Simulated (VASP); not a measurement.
# Al (I4/mmm) in VASP: notebook

Al is run at these levels: PBEsol; tasks: single point.

Everything below comes from runs of VASP 6.6.1. Logs are shortened: lines on timing, memory, paths and dates and some standing lists are left out, and cuts for length are marked.

### 1 The cell of the first run

The structure is tetragonal, space group I4/mmm (No. 139). The conventional cell has a = 3.103 Å, b = 3.103 Å, c = 3.262 Å, α = 90.00°, β = 90.00°, γ = 90.00°. Within 3.6 Å of Al (site symmetry 4/mmm) lie 14 Al at 2.73 to 3.26 Å.

### 2 Single point, PBEsol (strain -0.025 along x and y, +0.025 along z)

Contents of INCAR:

```
SYSTEM = Al
ALGO = Fast
EDIFF = 1E-6
ENCUT = 520
GGA = PS
ISIF = 2
ISMEAR = 0
LASPH = .True.
LCHARG = .False.
LREAL = .False.
LWAVE = .False.
NBANDS = 8
NELM = 60
PREC = Accurate
SIGMA = 0.15
```

Contents of KPOINTS:

```
k-points
0
Gamma
  20 20 20
  0 0 0
```

Contents of POSCAR:

```
Al
1.0
   -1.5514382228      1.5514382228      1.6309991572
    1.5514382228     -1.5514382228      1.6309991572
    1.5514382228      1.5514382228     -1.6309991572
Al
1
Direct
    0.0000000000      0.0000000000      0.0000000000
```

Potentials or basis: VASP PAW PBE potentials, release 64 (Al).

The run is started by

```bash
$ cat potpaw_PBE.64/Al/POTCAR > POTCAR
$ mpirun -np 1 vasp_std > vasp.out
```

OUTCAR:

```text
SYSTEM = Al
   EDIFF = 1E-6
   ENCUT = 520
   GGA = PS
   ISIF = 2
   ISMEAR = 0
   LASPH = .True.
   LREAL = .False.
   NELM = 60
   PREC = Accurate

 ion  position               nearest neighbor table
   1  0.000  0.000  0.000-

  LATTYP: Found a body centered tetragonal cell.
 ALAT       =     3.1028764456
 C/A-ratio  =     1.0512820512

  Lattice vectors:

 A1 = (  -1.5514382228,   1.5514382228,   1.6309991572)
 A2 = (   1.5514382228,  -1.5514382228,   1.6309991572)
 A3 = (   1.5514382228,   1.5514382228,  -1.6309991572)

Analysis of symmetry for initial positions (statically):
=====================================================================
 Subroutine PRICEL returns:
 Original cell was already a primitive cell.

 Routine SETGRP: Setting up the symmetry group for a
 body centered tetragonal supercell.

 Subroutine GETGRP returns: Found 16 space group operations
 (whereof 16 operations were pure point group operations)
 out of a pool of 16 trial point group operations.

The static configuration has the point symmetry D_4h.

Analysis of symmetry for dynamics (positions and initial velocities):
=====================================================================
 Subroutine PRICEL returns:
 Original cell was already a primitive cell.

 Routine SETGRP: Setting up the symmetry group for a
 body centered tetragonal supercell.

 Subroutine GETGRP returns: Found 16 space group operations
 (whereof 16 operations were pure point group operations)
 out of a pool of 16 trial point group operations.

The dynamic configuration has the point symmetry D_4h.

 Subroutine INISYM returns: Found 16 space group operations
 (whereof 16 operations are pure point group operations),
 and found     1 'primitive' translations

----------------------------------------------------------------------------------------

                                     Primitive cell

  volume of cell :      15.7030

  direct lattice vectors                    reciprocal lattice vectors
    -1.551438223  1.551438223  1.630999157     0.000000000  0.322281605  0.306560551
     1.551438223 -1.551438223  1.630999157     0.322281605  0.000000000  0.306560551
     1.551438223  1.551438223 -1.630999157     0.322281605  0.322281605  0.000000000

  length of vectors
     2.733876253  2.733876253  2.733876253     0.444797487  0.444797487  0.455775016

  position of ions in fractional coordinates (direct lattice)
     0.000000000  0.000000000  0.000000000

  ion indices of the primitive-cell ions
   primitive index   ion index
                 1           1

----------------------------------------------------------------------------------------

 KPOINTS: k-points

Automatic generation of k-mesh.
 Grid dimensions read from file:
 generate k-points for:   20   20   20

 Generating k-lattice:

  Cartesian coordinates                     Fractional coordinates (reciprocal lattice)
     0.000000000  0.016114080  0.015328028     0.050000000  0.000000000 -0.000000000
     0.016114080  0.000000000  0.015328028     0.000000000  0.050000000 -0.000000000
     0.016114080  0.016114080  0.000000000     0.000000000  0.000000000  0.050000000

  Length of vectors
     0.022239874  0.022239874  0.022788751

  Shift w.r.t. Gamma in fractional coordinates (k-lattice)
     0.000000000  0.000000000  0.000000000

 Subroutine IBZKPT returns following result:
 ===========================================

 Found    641 irreducible k-points:

 Following reciprocal coordinates:
            Coordinates               Weight
  0.000000  0.000000  0.000000      1.000000
  0.050000  0.000000 -0.000000      8.000000
  0.100000  0.000000 -0.000000      8.000000
  0.150000  0.000000 -0.000000      8.000000
  0.200000  0.000000 -0.000000      8.000000
  0.250000  0.000000  0.000000      8.000000
[... 16 lines left out ...]
 -0.400000  0.050000  0.000000     16.000000
 -0.350000  0.050000  0.000000     16.000000
 [... further k-points ...]
   k-points           NKPTS =    641   k-points in BZ     NKDIM =    641   number of bands    NBANDS=      8
   number of dos      NEDOS =    301   number of ions     NIONS =      1
   total plane-waves  NPLWV =   8000
   dimension x,y,z NGX =    20 NGY =   20 NGZ =   20
   dimension x,y,z NGXF=    40 NGYF=   40 NGZF=   40
   ions per type =               1
   NGX,Y,Z   is equivalent  to a cutoff of  12.16, 12.16, 12.16 a.u.
   NGXF,Y,Z  is equivalent  to a cutoff of  24.32, 24.32, 24.32 a.u.
 SYSTEM =  Al
   PREC   = accura    normal or accurate (medium, high low for compatibility)
   ISTART =      0    job   : 0-new  1-cont  2-samecut
   ICHARG =      2    charge: 1-file 2-atom 10-const
   ISPIN  =      1    spin polarized calculation?
   LNONCOLLINEAR =      F non collinear calculations
   LSORBIT =      F    spin-orbit coupling
   LASPH  =      T    aspherical Exc in radial PAW
   ENCUT  =  520.0 eV  38.22 Ry    6.18 a.u.   5.08  5.08  5.08*2*pi/ulx,y,z
   NELM   =     60;   NELMIN=  2; NELMDL= -5     # of ELM steps
   EDIFF  = 0.1E-05   stopping-criterion for ELM
   LREAL  =      F    real-space projection
   EDIFFG = 0.1E-04   stopping-criterion for IOM
   NSW    =      0    number of steps for IOM
   IBRION =     -1    ionic relax: 0-MD 1-quasi-New 2-CG
   NFREE  =      0    steps in history (QN), initial steepest desc. (CG)
   ISIF   =      2    stress and relaxation
   ISYM   =      2    0-nonsym 1-usesym 2-fastsym
   POTIM  = 0.5000    time-step for ionic-motion
   TEBEG  =    0.0;   TEEND  =   0.0 temperature during run
   PSTRESS=    0.0 pullay stress
   NELECT =       3.0000    total number of electrons
   NUPDOWN=      -1.0000    fix difference up-down
   EMIN   =  10.00;   EMAX   =-10.00  energy-range for DOS
   EFERMI =   0.00;   METHOD = LEGACY
   ISMEAR =     0;   SIGMA  =   0.15  broadening in eV -4-tet -1-fermi 0-gaus
   EFERMI_NEDOS =   21; number of points for ismear=-14 and -15
   IALGO  =     68    algorithm
   IMIX   =      4    mixing-type and parameters
     AMIX     =   0.40;   BMIX     =  1.00
     AMIX_MAG =   1.60;   BMIX_MAG =  1.00
  volume/ion in A,a.u.               =      15.70       105.97
  Fermi-wavevector in a.u.,A,eV,Ry     =   0.942875  1.781776 12.095772  0.889014
  Thomas-Fermi vector in A             =   2.070528
   LORBIT       =      0    0 simple, 1 ext, 2 COOP (PROOUT), +10 PAW based schemes
   GGA     = PS    functional components
   LHFCALC =     F    Hartree Fock is set to
   AEXX    =    0.0000 exact exchange contribution
   IVDW    =     0    specifies the selected vdW correction
   LEPSILON=     F    determine dielectric tensor
   LRPA    =     F    only Hartree local field effects (RPA)
 non-spin polarized calculation
 RMM-DIIS sequential band-by-band and
 Gauss-broadening in eV      SIGMA  =   0.15
  energy-cutoff  :      520.00
  volume of cell :       15.70
 maximum number of plane-waves:       436
   NGX = 11   NGY = 11   NGZ = 11

 number of electron       3.0000000 magnetization

 Free energy of the ion-electron system (eV)
  ---------------------------------------------------
  ext. energy  EPLUGINS =         0.00000000
  ---------------------------------------------------
  free energy    TOTEN  =        -3.98769247 eV

  energy without entropy =       -3.98236681  energy(sigma->0) =       -3.98502964

 E-fermi :   8.4750     XC(G=0): -10.4425

 val. band max:        8.4652318316   @ k =  -0.4000   0.5000   0.3000
 cond. band min:       8.4796780330   @ k =  -0.3500  -0.4000   0.1500
 fundamental gap:      0.0144462014
 Fermi energy:         8.4749999383

 k-point     1 :       0.0000    0.0000    0.0000
  band No.  band energies     occupation
      1      -2.9970      2.00000
      2      21.6664      0.00000
      3      21.6664      0.00000
      4      22.8439      0.00000
      5      23.5718      0.00000
      6      23.9629      0.00000
      7      23.9629      0.00000
      8      24.4378      0.00000

 k-point     2 :       0.0500    0.0000   -0.0000
  band No.  band energies     occupation
      1      -2.9238      2.00000
      2      20.7438      0.00000
      3      21.2884      0.00000
      4      22.4062      0.00000
      5      23.3497      0.00000
      6      23.8937      0.00000
      7      24.4912      0.00000
      8      24.5829      0.00000

 k-point     3 :       0.1000    0.0000   -0.0000
  band No.  band energies     occupation
      1      -2.7044      2.00000
      2      18.8641      0.00000
      3      20.5478      0.00000
      4      21.6078      0.00000
      5      22.6402      0.00000
      6      23.8252      0.00000
      7      24.6098      0.00000
      8      25.2621      0.00000

 k-point     4 :       0.1500    0.0000   -0.0000
  band No.  band energies     occupation
      1      -2.3396      2.00000
      2      16.7704      0.00000
      3      19.7875      0.00000
      4      20.7391      0.00000
      5      21.9322      0.00000
      6      23.2296      0.00000
      7      25.0140      0.00000
      8      25.4886      0.00000

 k-point     5 :       0.2000    0.0000   -0.0000
  band No.  band energies     occupation
      1      -1.8305      2.00000
      2      14.6787      0.00000
      3      19.1003      0.00000
      4      19.9118      0.00000
      5      21.2594      0.00000
      6      22.5898      0.00000
      7      25.4137      0.00000
      8      26.0367      0.00000

 k-point     6 :       0.2500    0.0000    0.0000
  band No.  band energies     occupation
      1      -1.1787      2.00000
      2      12.6565      0.00000
      3      18.5124      0.00000
      4      19.1756      0.00000
      5      20.6563      0.00000
      6      21.9988      0.00000
      7      25.8649      0.00000
      8      26.7777      0.00000

 k-point     7 :       0.3000    0.0000   -0.0000
  band No.  band energies     occupation
      1      -0.3865      2.00000
      2      10.7299      0.00000
      3      18.0330      0.00000
      4      18.5530      0.00000
      5      20.1468      0.00000
      6      21.4832      0.00000
      7      26.4137      0.00000
      8      27.6491      0.00000
[... 133 lines left out ...]
 k-point    20 :       0.4500    0.0500   -0.0000
  band No.  band energies     occupation
      1       3.4474      2.00000
      2       5.0052      2.00000
      3      16.0471      0.00000
      4      17.4501      0.00000
      5      19.6979      0.00000
      6      21.3332      0.00000
      7      28.6962      0.00000
      8      30.3646      0.00000

 k-point    21 :       0.5000    0.0500    0.0000
  band No.  band energies     occupation
      1       3.5095      2.00000
      2       4.9367      2.00000
      3      16.1064      0.00000
      4      17.3852      0.00000
      5      19.7491      0.00000
      6      21.2669      0.00000
      7      28.0825      0.00000
      8      30.8941      0.00000

 k-point    22 :      -0.4500    0.0500    0.0000
  band No.  band energies     occupation
      1       2.2728      2.00000
      2       6.4218      2.00000
      3      16.2950      0.00000
      4      17.4416      0.00000
      5      19.9251      0.00000
      6      21.3145      0.00000
      7      27.2513      0.00000
      8      30.8191      0.00000

 k-point    23 :      -0.4000    0.0500    0.0000
  band No.  band energies     occupation
      1       1.1411      2.00000
      2       8.0559      1.99992
      3      16.6127      0.00000
      4      17.6184      0.00000
      5      20.2239      0.00000
      6      21.4699      0.00000
      7      26.4570      0.00000
      8      30.0404      0.00000

 k-point    24 :      -0.3500    0.0500    0.0000
  band No.  band energies     occupation
      1       0.1403      2.00000
      2       9.8115      0.00000
      3      17.0581      0.00000
      4      17.9142      0.00000
      5      20.6418      0.00000
      6      21.7200      0.00000
      7      25.7686      0.00000
      8      29.0824      0.00000

 [... further k-points ...]

------------------------ aborting loop because EDIFF is reached ----------------------------------------

  FORCE on cell =-STRESS in cart. coord.  units (eV):
  Direction    XX          YY          ZZ          XY          YZ          ZX
  --------------------------------------------------------------------------------------
  -------------------------------------------------------------------------------------
  Total        0.3540331      0.3540331      0.6052450      0.0000000      0.0000000      0.0000000
  in kB       36.1220007     36.1220007     61.7531513      0.0000000      0.0000000      0.0000000
  external PRESSURE =      44.6657176 kB  Pullay stress =       0.0000000 kB

 VOLUME and BASIS-vectors are now :
 -----------------------------------------------------------------------------
  energy-cutoff  :      520.00
  volume of cell :       15.70
      direct lattice vectors                 reciprocal lattice vectors
    -1.551438223  1.551438223  1.630999157     0.000000000  0.322281605  0.306560551
     1.551438223 -1.551438223  1.630999157     0.322281605  0.000000000  0.306560551
     1.551438223  1.551438223 -1.630999157     0.322281605  0.322281605  0.000000000

 POSITION                                       TOTAL-FORCE (eV/Angst)
 -----------------------------------------------------------------------------------
      0.00000      0.00000      0.00000         0.000000      0.000000      0.000000
 -----------------------------------------------------------------------------------
    total drift:                                0.000000      0.000000     -0.000000

  FREE ENERGIE OF THE ION-ELECTRON SYSTEM (eV)
  ---------------------------------------------------
  free  energy   TOTEN  =        -3.9876924713 eV

  energy  without entropy=       -3.9823668102  energy(sigma->0) =       -3.98502964
```

It took 48 s on 1 thread of Intel Xeon Platinum 8488C (Sapphire Rapids), shared host; peak memory 0.17 GiB.

Results:

| Property | Result |
| --- | --- |
| Free energy | -3.9877 eV |
| Pressure | 4.5 GPa |

Caveat: the cell differs from its parent crystal (strain -0.025 along x and y, +0.025 along z); the PAW data sets were made with another functional, which shifts forces and pressure a little.

### 3 Single point, PBEsol (strain +0.000 along x and y, +0.025 along z)

Contents of INCAR:

```
SYSTEM = Al
PREC     = Accurate       ! precision mode
ENCUT    = 520            ! plane-wave cutoff, eV
EDIFF    = 1E-6           ! SCF threshold, eV
ISMEAR   = 0              ! smearing method
SIGMA    = 0.15           ! smearing width, eV
LREAL    = .False.        ! projectors in reciprocal space
LASPH    = .True.         ! aspherical terms in the spheres
NELM     = 80             ! most SCF steps
ALGO     = Normal         ! electronic algorithm
ISIF     = 2              ! what is computed and relaxed
LWAVE    = .False.        ! write WAVECAR
LCHARG   = .True.         ! write CHGCAR
GGA      = PS             ! functional
LELF     = .True.         ! ELF
LVHAR    = .True.       
NBANDS   = 8              ! bands
```

Contents of KPOINTS:

```
regular mesh
0
Gamma
  20 20 20
  0 0 0
```

Contents of POSCAR:

```
Al
1.0
   -1.5912186900      1.5912186900      1.6309991572
    1.5912186900     -1.5912186900      1.6309991572
    1.5912186900      1.5912186900     -1.6309991572
Al
1
Direct
    0.0000000000      0.0000000000      0.0000000000
```

Potentials or basis: VASP PAW PBE potentials, release 64 (Al).

The run is started by

```bash
$ cat potpaw_PBE.64/Al/POTCAR > POTCAR
$ mpirun -np 1 vasp_std > vasp.out
```

Run time: 21 s. Hardware: 1 thread of Intel Xeon 6975P-C (Granite Rapids), shared host; peak memory 0.18 GiB.

It converged, with:

- Free energy: -3.9965 eV
- Pressure: 0.3 GPa

Stress tensor (GPa, compression positive):
```
-0.05  0.00  0.00
 0.00 -0.05  0.00
 0.00  0.00  1.00
```

Levels at points of the mesh, in eV from the Fermi level:
| k point | band 1 | band 2 | band 3 | band 4 | band 5 | band 6 |
| --- | --- | --- | --- | --- | --- | --- |
| (0.00, 0.00, 0.00) | -11.12 | 13.06 | 13.06 | 13.62 | 14.50 | 14.72 |
| (0.50, 0.00, 0.00) | -4.35 | -3.93 | 8.31 | 8.43 | 10.16 | 11.49 |
| (0.50, 0.50, 0.00) | -4.23 | -3.70 | 7.85 | 7.92 | 9.57 | 11.22 |
| (0.50, 0.50, 0.50) | 1.42 | 2.10 | 2.10 | 2.80 | 3.11 | 5.63 |

Caveat: the cell differs from its parent crystal (strain +0.000 along x and y, +0.025 along z); the PAW data sets were made with another functional, which shifts forces and pressure a little.
